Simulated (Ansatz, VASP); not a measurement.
**Two plane-wave programs on ZrMoSe4**

```
Zr Mo Se
1.0
     3.18573    0.00000    0.00000
     0.00000    3.18573    0.00000
     0.00000    0.00000   14.19685
Zr Mo Se
1 1 4
Direct
  0.00000 0.00000 0.50000
  0.00000 0.00000 0.00000
  0.50000 0.50000 0.38078
  0.50000 0.50000 0.89292
  0.50000 0.50000 0.10708
  0.50000 0.50000 0.61922
```

Change from the starting cell: species swapped into the MnFeSi4 type (P4/mmm, No. 123).

Alike in both runs: functional PBE; k mesh 6 × 6 × 2; occupations gaussian, width 0.1 eV; collinear spin.

Ansatz relaxed the structure, and its values are those at the end. VASP's run is a single point on that final structure, the one shown.

|  | VASP | Ansatz |
| --- | --- | --- |
| version | VASP 6.6.1 | Ansatz 0.2.0 |
| potentials or method | VASP PAW PBE potentials, release 64 (Zr_sv, Mo_sv, Se), cutoff 520 eV | scalar-relativistic, plane waves, PAW |
| valence electrons in the cell | 50 | 90 |

```tsv
	VASP	Ansatz	Ansatz less VASP
gap on the k mesh at the Fermi level (eV)	none	none	-
pressure (GPa)	0.2	0.1	-0.13
rms of the force components (eV/Å)	0.010	0.002	-0.0084
net moment per atom (μB)	0.00	0.00	0.000
```

A gap of «none» marks a metal or a gap that the smearing closes. VASP's potentials hold 50 valence electrons a cell and Ansatz's 90, so a difference there can come from the potentials and not from the codes. Ansatz's warnings: seeded moment not kept.
